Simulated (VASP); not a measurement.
Runs of VASP 6.6.1 on Ge. The structure is that of space group Imma (No. 74), or close to it. The cells are those of the table. 

```tsv
cell	gap on the mesh (eV)	pressure (GPa)	largest force (eV/Å)
a = 4.035, b = 4.035, c = 3.911 Å, angles 61.0, 61.0, 63.3°, 2 atoms	none	1.9	0.66
a = 3.993, b = 3.993, c = 3.992 Å, angles 60.0, 60.0, 62.7°, 2 atoms	none	2.8	0.36
a = 4.156, b = 4.156, c = 3.992 Å, angles 61.3, 61.3, 60.0°, 2 atoms	none	-1.9	(b)
a = 4.158, b = 4.158, c = 3.911 Å, angles 61.9, 61.9, 61.3°, 2 atoms	none	-1.6	(c)
a = 4.014, b = 4.014, c = 3.951 Å, angles 60.5, 60.5, 63.0°, 2 atoms	none	2.3	0.52
a = 3.995, b = 3.995, c = 3.911 Å, angles 60.7, 60.7, 64.0°, 2 atoms	none	3.3	(a)
a = 4.136, b = 4.136, c = 3.951 Å, angles 61.5, 61.5, 61.0°, 2 atoms	none	-1.3	0.39
```

Alike in all rows: task single point; level PBE; potentials or basis VASP PAW PBE potentials, release 64 (Ge_d); no spin polarisation; k mesh 14 × 14 × 14; cutoff (eV) 520; smearing gaussian 0.15 eV.

Estimate the missing entries.

(a) 0.72; (b) 0.25; (c) 0.50.

A k mesh can miss the band edges, and the runs leave out spin-orbit coupling on Ge.

A gap of «none» marks levels without a gap at the run's occupations.
